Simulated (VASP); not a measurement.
PtSe2, 3 atoms in the cell. It takes space group P-3m1 (No. 164, trigonal). The conventional cell has a = 3.729 Å, b = 3.729 Å, c = 5.277 Å, α = 90.00°, β = 90.00°, γ = 120.00°. Within 3.3 Å of Pt (site symmetry -3m) lie 6 Se at 2.51 Å. Within 3.3 Å of Se (site symmetry 3m) lie 3 Pt at 2.51 Å. 

| Quantity | Value |
| --- | --- |
| Program | VASP 6.6.1 |
| Task | single point |
| Functional | PBEsol |
| Potentials or basis | VASP PAW PBE potentials, release 64 (Pt, Se) |
| Cutoff | 500 eV |
| k mesh | 6 × 6 × 4 |
| Occupations | methfessel-paxton, width 0.2 eV |
| Spin | no spin polarisation |
| Dipole correction | no |
| Further INCAR settings | ALGO = Normal; EDIFF = 1e-06; NBANDS = 18 |

Potentials or basis: VASP PAW PBE potentials, release 64 (Pt, Se).

The run is started by

```bash
$ cat potpaw_PBE.64/Pt/POTCAR potpaw_PBE.64/Se/POTCAR > POTCAR
$ mpirun -np 1 vasp_std > vasp.out
```

Hardware: 1 thread of Intel(R) Xeon(R) Platinum 8488C (Sapphire Rapids), on a shared host.

Problem. Estimate the wall time of this run.

Solution. Run time: 14 s on 1 thread of Intel(R) Xeon(R) Platinum 8488C (Sapphire Rapids), on a shared host, peak memory 0.19 GiB. Counts: scf iterations 12, k points 24.
